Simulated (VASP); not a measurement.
Write the native input for VASP 6.6.1 that does the following.

```
Task                   : single point
Functional             : PBEsol
Potentials or basis    : VASP PAW PBE potentials, release 64 (Li_sv, Y_sv)
Cutoff                 : 520 eV
k mesh                 : 7 × 7 × 7
Occupations            : fermi-dirac, width 0.1 eV
Spin                   : no spin polarisation
Dipole correction      : no
Further INCAR settings : ALGO = Normal; EDIFF = 1e-06; NBANDS = 26
```

The structure of LiY3 lies in POSCAR:

```
LiY3
1.0
   -2.3671900000      2.3671900000      5.3266430000
    2.3671900000     -2.3671900000      5.3266430000
    2.3671900000      2.3671900000     -5.3266430000
Li Y
1 3
Direct
    0.0000000000      0.0000000000      0.0000000000
    0.7500000000      0.2500000000      0.5000000000
    0.2500000000      0.7500000000      0.5000000000
    0.5000000000      0.5000000000      0.0000000000
```

One way to write it, as run:

INCAR

```
SYSTEM = LiY3
PREC = Accurate ; ENCUT = 520
EDIFF = 1E-6 ; ISMEAR = -1
SIGMA = 0.1 ; LREAL = .False.
LASPH = .True. ; NELM = 80
ALGO = Normal ; ISIF = 2
LWAVE = .False. ; LCHARG = .True.
GGA = PS ; LELF = .True.
LVHAR = .True. ; NBANDS = 26
```

KPOINTS

```
Automatic mesh
0
Gamma
  7 7 7
  0 0 0
```

Potentials or basis: VASP PAW PBE potentials, release 64 (Li_sv, Y_sv).

Run with:

```sh
$ cat potpaw_PBE.64/Li_sv/POTCAR potpaw_PBE.64/Y_sv/POTCAR > POTCAR
$ mpirun -np 1 vasp_std > vasp.out
```

Results of the run:

```json
{"Band gap on the k mesh": "zero (band 18 reaches 2.65 eV, above the bottom of band 19 at 2.20 eV)"}
```

It took 2.4 min on 1 thread of Intel(R) Xeon(R) Platinum 8488C (Sapphire Rapids), with other jobs on the host, peak memory 0.39 GiB.
